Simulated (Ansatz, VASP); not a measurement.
# MnS: VASP beside Ansatz

INCAR

```
AGGAC = 1.0
AGGAX = 1.0
ALDAC = 0.0
ALDAX = 1.0
ALGO = Normal
EDIFF = 1E-6
ENCUT = 520
GGA = B5
ISIF = 2
ISMEAR = -1
ISPIN = 2
LASPH = T
LCHARG = F
LMAXMIX = 4
LORBIT = 11
LREAL = F
LWAVE = F
MAGMOM = 2.8 0
NBANDS = 20
NELM = 150
PREC = Accurate
SIGMA = 0.15
```

Contents of KPOINTS:

```
k-points
0
Gamma
  10 10 10
```

POSCAR

```
MnS
1.0
    0.0000000000      2.8000000000      2.8000000000
    2.8000000000      0.0000000000      2.8000000000
    2.8000000000      2.8000000000      0.0000000000
Mn S
1 1
Direct
    0.0000000000      0.0000000000      0.0000000000
    0.2500000000      0.2500000000      0.2500000000
```

Input for Ansatz:

```yaml
crystal:
  lattice:
    - [0.0, 2.8, 2.8]
    - [2.8, 0.0, 2.8]
    - [2.8, 2.8, 0.0]
  atoms:
    - { symbol: Mn, position: [0.0, 0.0, 0.0] }
    - { symbol: S, position: [0.25, 0.25, 0.25] }
basis:
  ecutwfc: 653.073269903712
kpoints:
  mp_grid:
    grid: [10, 10, 10]
    shift: [0.0, 0.0, 0.0]
hamiltonian:
  xc: blyp
  pseudopotentials:
    kind: paw
magnetization:
  spin_polarized: true
  per_species:
    Mn: 2.8
scf:
  occupations:
    method: fermi_dirac
    width: 0.15
output:
  stress: true
```

Alike in both runs: task single point; functional BLYP; k mesh 10 × 10 × 10; occupations fermi-dirac, width 0.15 eV; collinear spin.

```csv
,VASP,Ansatz
version,VASP 6.6.1,Ansatz 0.2.0
potentials or method,"VASP PAW PBE potentials, release 64 (Mn_pv, S), cutoff 520 eV","plane waves, PAW"
valence electrons in the cell,19,21
```

VASP gave:

```
pressure (GPa)                                                : 2.6
net moment per atom (μB)                                      : 2.36
size of the moment on the site where the two differ most (μB) : 4.18
```

Question: Estimate Ansatz's values.

Answer: Pressure (GPa): 2.6; net moment per atom (μB): 2.36; size of the moment on the site where the two differ most (μB): 4.03.

VASP's potentials were made for PBE, not for BLYP. Site moments also hang on the region over which each program counts them. VASP's potentials hold 19 valence electrons a cell and Ansatz's 21, so a difference there can come from the potentials and not from the codes.
